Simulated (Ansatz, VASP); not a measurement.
**CsPbI2Br in VASP and in Ansatz**

File POSCAR:

```
CsPbI2Br
1.0
    6.7190189299      0.0000000000      0.0000000000
    0.0000000000      6.7190189299      0.0000000000
    0.0000000000      0.0000000000      6.2536300239
Cs Pb I Br
1 1 2 1
Direct
    0.5000000000      0.5000000000      0.5000000000
    0.0000000000      0.0000000000      0.0000000000
    0.0000000000      0.5000000000      0.0000000000
    0.5000000000      0.0000000000      0.0000000000
    0.0000000000      0.0000000000      0.5000000000
```

INCAR.step1

```
SYSTEM = CsPbI2Br
PREC = Accurate ; ENCUT = 520
ISMEAR = 0 ; SIGMA = 0.01
LREAL = .FALSE. ; LASPH = .TRUE.
NELM = 100 ; NBANDS = 30
GGA = PE ; ALGO = Normal
EDIFF = 1E-4 ; LWAVE = .TRUE.
LCHARG = .FALSE.
```

INCAR.step2

```
SYSTEM = CsPbI2Br
PREC = Accurate ; ENCUT = 520
EDIFF = 1E-6 ; ISMEAR = 0
SIGMA = 0.01 ; LREAL = .FALSE.
LASPH = .TRUE. ; NELM = 100
ALGO = Normal ; ISIF = 2
LWAVE = .FALSE. ; LCHARG = .FALSE.
METAGGA = R2SCAN ; LMIXTAU = .TRUE.
NBANDS = 30 ; ISTART = 1
```

KPOINTS

```
regular mesh
0
G
  4 4 4
  0 0 0
```

Input for Ansatz:

```yaml
crystal:
  lattice:
    - [6.7190189299, 0.0, 0.0]
    - [0.0, 6.7190189299, 0.0]
    - [0.0, 0.0, 6.2536300239]
  atoms:
    - { symbol: Cs, position: [0.5, 0.5, 0.5] }
    - { symbol: Pb, position: [0.0, 0.0, 0.0] }
    - { symbol: I, position: [0.0, 0.5, 0.0] }
    - { symbol: I, position: [0.5, 0.0, 0.0] }
    - { symbol: Br, position: [0.0, 0.0, 0.5] }
kpoints:
  mp_grid: { grid: [4, 4, 4] }
  band_path:
    path:
      - [0.0, 0.0, 0.0]
      - [0.0, 0.5, 0.0]
      - [0.5, 0.5, 0.0]
      - [0.0, 0.0, 0.5]
      - [0.0, 0.5, 0.5]
      - [0.5, 0.5, 0.5]
    npoints: 1
hamiltonian:
  xc: r2scan
scf:
  occupations: { method: fixed }
  n_extra_bands: 5
output:
  forces: true
  stress: true
  eigenvalues: true
```

Change from the starting cell: hydrostatic strain +5.6%.

Alike in both runs: task single point; functional r2SCAN; k mesh 4 × 4 × 4; no spin polarisation.

|  | VASP | Ansatz |
| --- | --- | --- |
| version | VASP 6.6.1 | Ansatz 0.2.0 |
| potentials or method | VASP PAW PBE potentials, release 64 (Cs_sv, Pb_d, I, Br) | plane waves, PAW |
| plane-wave cutoff (eV) | 520 | 500 |
| occupations | gaussian, width 0.01 eV | fixed |
| valence electrons in the cell | 44 | 64 |

|  | VASP | Ansatz | Ansatz less VASP |
| --- | --- | --- | --- |
| gap on the k mesh at the Fermi level (eV) | 2.17 | 2.16 | -0.004 |
| pressure (GPa) | -2.0 | -2.0 | +0.01 |
| traceless stress, the component that is largest in VASP (GPa) | -0.11 | -0.11 | -0.004 |

VASP's potentials were made for PBE, not for r2SCAN. VASP's potentials hold 44 valence electrons a cell and Ansatz's 64, so a difference there can come from the potentials and not from the codes.

Neither program's run includes spin-orbit coupling.
